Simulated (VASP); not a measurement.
# Ir (P6_3/mmc) in VASP: a series of runs, part 3 of 3

VASP 6.6.1. The steps go on from the part before.

## 7. Relaxation of cell and atoms, PBEsol+D3(BJ)

This run uses another cell than the first one, of 14.63 Å³/atom.

File INCAR:

```
SYSTEM = Ir
  ALGO = Normal
  EDIFF = 1E-6
  EDIFFG = -0.05
  ENCUT = 600
  GGA = PS
  IBRION = 2
  ISIF = 3
  ISMEAR = 1
  IVDW = 12
  LASPH = .TRUE.
  LCHARG = .FALSE.
  LREAL = .FALSE.
  LWAVE = .FALSE.
  NELM = 100
  NSW = 80
  PREC = Accurate
  SIGMA = 0.1
```

File KPOINTS:

```
k-points
0
G
  14 14 8
  0 0 0
```

File POSCAR:

```
Ir
1.0
    2.7513780000      0.0000000000      0.0000000000
   -1.3756890000      2.3827630000      0.0000000000
    0.0000000000      0.0000000000      4.4622900000
Ir
2
Direct
    0.6666666667      0.3333333333      0.7500000000
    0.3333333333      0.6666666667      0.2500000000
```

Potentials or basis: VASP PAW PBE potentials, release 64 (Ir).

Started as:

```
$ cat potpaw_PBE.64/Ir/POTCAR > POTCAR
$ mpirun -np 1 vasp_std > vasp.out
```

OUTCAR:

```text
SYSTEM = Ir
   EDIFF = 1E-6
   EDIFFG = -0.05
   ENCUT = 600
   GGA = PS
   IBRION = 2
   ISIF = 3
   ISMEAR = 1
   IVDW = 12
   LASPH = .TRUE.
   LREAL = .FALSE.
   NELM = 100
   NSW = 80
   PREC = Accurate
 IVDW          = 12

 ion  position               nearest neighbor table
   1  0.667  0.333  0.750-   2 2.74   2 2.74   2 2.74   2 2.74   2 2.74   2 2.74
   2  0.333  0.667  0.250-   1 2.74   1 2.74   1 2.74   1 2.74   1 2.74   1 2.74

  LATTYP: Found a hexagonal cell.
 ALAT       =     2.7513780000
 C/A-ratio  =     1.6218382207

  Lattice vectors:

 A1 = (   2.7513780000,   0.0000000000,   0.0000000000)
 A2 = (  -1.3756890000,   2.3827630000,   0.0000000000)
 A3 = (   0.0000000000,   0.0000000000,   4.4622900000)

Analysis of symmetry for initial positions (statically):
[... 194 lines left out ...]
      7       6.7495      2.00000
      8       7.5158      2.00000
      9       7.5158      2.00000
     10       8.9960      2.00000
     11      10.0520     -0.00165
     12      10.0520     -0.00165
     13      16.5282      0.00000
[... 527 lines left out ...]
--------------------------------------- Ionic step        5  -------------------------------------------

 number of electron      18.0000001 magnetization

 Free energy of the ion-electron system (eV)
  ---------------------------------------------------
  ext. energy  EPLUGINS =         0.00000000
  ---------------------------------------------------
  free energy    TOTEN  =       -19.46383183 eV

  energy without entropy =      -19.46249941  energy(sigma->0) =      -19.46338769

 E-fermi :  10.7445     XC(G=0): -14.2208

 val. band max:       10.7369148624   @ k =   0.2857   0.0714   0.0000
 cond. band min:      10.7476511703   @ k =   0.2857   0.0714   0.3750
 fundamental gap:      0.0107363080
 Fermi energy:        10.7444666418

 k-point     1 :       0.0000    0.0000    0.0000
  band No.  band energies     occupation
      1      -0.8085      2.00000
      2       2.2690      2.00000
      3       6.6347      2.00000
      4       6.7379      2.00000
      5       6.7379      2.00000
      6       7.4272      2.00000
      7       7.4272      2.00000
      8       8.2593      2.00000
      9       8.2593      2.00000
     10       9.7905      2.00000
     11      11.0200     -0.00069
     12      11.0200     -0.00069
     13      17.9814      0.00000
[... 401 lines left out ...]
  FREE ENERGIE OF THE ION-ELECTRON SYSTEM (eV)
  ---------------------------------------------------
  free  energy   TOTEN  =       -20.9230272774 eV

  energy  without entropy=      -20.9216948603  energy(sigma->0) =      -20.92258314

 reached required accuracy - stopping structural energy minimisation
```

Run time: 79 s. Hardware: 1 thread of Intel Xeon Platinum 8488C (Sapphire Rapids), shared host; peak memory 0.23 GiB.

What came out:

- Free energy: -20.9230 eV
- Relaxed volume: 13.86 Å³/atom
- Relaxed cell: a = 2.703 Å, b = 2.703 Å, c = 4.382 Å, α = 90.00°, β = 90.00°, γ = 120.00°
- Space group after relaxing (to 0.1 Å): P6_3/mmc (No. 194)
- Pressure after relaxing: 0.0 GPa
- Band gap on the k mesh: zero (bands 9 and 10 overlap by 3.49 eV)
- Dispersion energy per atom: -0.730 eV

Stress tensor (GPa, compression positive):
```
-0.14  0.00  0.00
 0.00 -0.14  0.00
 0.00  0.00  0.23
```

Final structure:
```cif
data_structure
_symmetry_space_group_name_H-M 'P 1'
_symmetry_Int_Tables_number 1
_cell_length_a 2.7027
_cell_length_b 2.7027
_cell_length_c 4.3822
_cell_angle_alpha 90.000
_cell_angle_beta 90.000
_cell_angle_gamma 120.000
_cell_volume 27.72
loop_
_atom_site_label
_atom_site_type_symbol
_atom_site_fract_x
_atom_site_fract_y
_atom_site_fract_z
_atom_site_occupancy
Ir1 Ir 0.66667 0.33333 0.75000 1
Ir2 Ir 0.33333 0.66667 0.25000 1
```

Levels at points of the mesh, in eV from the Fermi level:
```csv
k point,band 6,band 7,band 8,band 9,band 10,band 11,band 12,band 13
"(0.00, 0.00, 0.00)",-3.32,-3.32,-2.49,-2.49,-0.95,0.28,0.28,7.24
"(0.50, 0.00, 0.00)",-3.62,-3.12,0.75,1.02,1.18,3.03,4.50,8.34
"(0.00, 0.00, 0.50)",-4.13,-4.13,-4.13,-0.49,-0.49,-0.49,-0.49,13.61
"(0.50, 0.00, 0.50)",-2.24,-1.07,-1.07,1.00,1.00,2.04,2.04,7.84
```

Caveat: the PAW data sets were made with another functional, which shifts forces and pressure a little; spin-orbit coupling is left out, which moves the levels of the heavy elements.

## 8. Overview

| task | level | potentials or basis | cell | cutoff (eV) | gap on the mesh (eV) | pressure (GPa) | relaxed volume (Å³/atom) |
| --- | --- | --- | --- | --- | --- | --- | --- |
| single point | LDA | VASP PAW LDA potentials, release 64 (Ir) | a = 2.705, b = 2.705, c = 4.388 Å, angles 90.0, 90.0, 120.0°, 2 atoms | 520 | none | 2.6 | - |
| single point | PBEsol+D3(BJ) | VASP PAW PBE potentials, release 64 (Ir) | a = 2.699, b = 2.699, c = 4.380 Å, angles 90.0, 90.0, 120.0°, 2 atoms | 520 | none | 1.2 | - |
| single point | BLYP+D3(BJ) | VASP PAW PBE potentials, release 64 (Ir) | a = 2.740, b = 2.740, c = 4.442 Å, angles 90.0, 90.0, 120.0°, 2 atoms | 520 | none | 3.1 | - |
| relaxation of cell and atoms | LDA | VASP PAW LDA potentials, release 64 (Ir) | relaxed from a = 2.751, b = 2.751, c = 4.462 Å, angles 90.0, 90.0, 120.0°, 2 atoms | 600 | none | -0.3 | 14.01 |
| relaxation of cell and atoms | BLYP+D3(BJ) | VASP PAW PBE potentials, release 64 (Ir) | relaxed from a = 2.751, b = 2.751, c = 4.462 Å, angles 90.0, 90.0, 120.0°, 2 atoms | 600 | none | 0.0 | 14.57 |
| relaxation of cell and atoms | PBEsol+D3(BJ) | VASP PAW PBE potentials, release 64 (Ir) | relaxed from a = 2.751, b = 2.751, c = 4.462 Å, angles 90.0, 90.0, 120.0°, 2 atoms | 600 | none | 0.0 | 13.86 |

Alike in all rows: no spin polarisation; k mesh 14 × 14 × 8; smearing methfessel-paxton 0.1 eV.

Caveats: spin-orbit coupling is left out, which moves the levels of the heavy elements; the PAW data sets were made with another functional, which shifts forces and pressure a little (at least some runs); the dispersion term is far too large for a dense solid, which distorts pressure and volume (at least some runs); the cell stands under pressure (at least some runs).

Absolute energies hang on the potentials; compare differences alone.
